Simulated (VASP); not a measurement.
Set up this calculation in VASP 6.6.1, as the native input.

| Item | Value |
| --- | --- |
| Task | single point |
| Functional | r2SCAN |
| Potentials or basis | VASP PAW PBE potentials, release 64 (P) |
| Cutoff | 520 eV |
| k mesh | 9 × 9 × 1 |
| Occupations | gaussian, width 0.02 eV |
| Spin | no spin polarisation |
| Dipole correction | yes |
| Further INCAR settings | ALGO = Normal; EDIFF = 1e-07; NBANDS = 12 |

System: P, a slab with vacuum.

```
P
1.0
     3.09100    0.00000    0.00000
    -1.54550    2.67688    0.00000
     0.00000    0.00000   28.00000
P
2
Direct
  0.33333 0.66667 0.52809
  0.66667 0.33333 0.47191
```

These files were run (other wordings do the same):

POSCAR

```
P
1.0
    3.0910000000      0.0000000000      0.0000000000
   -1.5455000000      2.6768845231      0.0000000000
    0.0000000000      0.0000000000     28.0000000000
P
2
Direct
    0.3333333333      0.6666666667      0.5280892857
    0.6666666667      0.3333333333      0.4719107143
```

INCAR.step1

```
SYSTEM = P
ALGO = Normal
DIPOL = 0.5 0.5 0.500
EDIFF = 1E-4
ENCUT = 520
GGA = PE
IDIPOL = 3
ISMEAR = 0
LASPH = .TRUE.
LCHARG = .FALSE.
LDIPOL = .TRUE.
LREAL = .FALSE.
LWAVE = .TRUE.
NBANDS = 12
NELM = 100
PREC = Accurate
SIGMA = 0.02
```

INCAR.step2

```
SYSTEM = P
ALGO = Normal
DIPOL = 0.5 0.5 0.500
EDIFF = 1E-7
ENCUT = 520
IDIPOL = 3
ISIF = 2
ISMEAR = 0
ISTART = 1
LASPH = .TRUE.
LCHARG = .TRUE.
LDIPOL = .TRUE.
LELF = .TRUE.
LMIXTAU = .TRUE.
LREAL = .FALSE.
LVACPOTAV = .TRUE.
LVHAR = .TRUE.
LWAVE = .FALSE.
METAGGA = R2SCAN
NBANDS = 12
NELM = 100
PREC = Accurate
SIGMA = 0.02
```

KPOINTS

```
k-points
0
G
  9 9 1
  0 0 0
```

Potentials or basis: VASP PAW PBE potentials, release 64 (P).

The run is started by

```console
$ cat potpaw_PBE.64/P/POTCAR > POTCAR
$ cp INCAR.step1 INCAR
$ mpirun -np 1 vasp_std > vasp.out
$ cp INCAR.step2 INCAR
$ mpirun -np 1 vasp_std > vasp.out
```

Results of the run:

| Item | Value |
| --- | --- |
| Largest force | 3.917 eV/Å |
| Band gap on the k mesh | zero (bands 5 and 6 overlap by 1.28 eV) |
| Work function of the upper face | 4.07 eV |
| Work function of the lower face | 4.07 eV |

Caveat: the PAW data sets were made with another functional, which shifts forces and pressure a little.

Wall time 110 s on 1 thread of Intel(R) Xeon(R) 6975P-C (Granite Rapids), with other jobs on the host, peak memory 0.36 GiB.
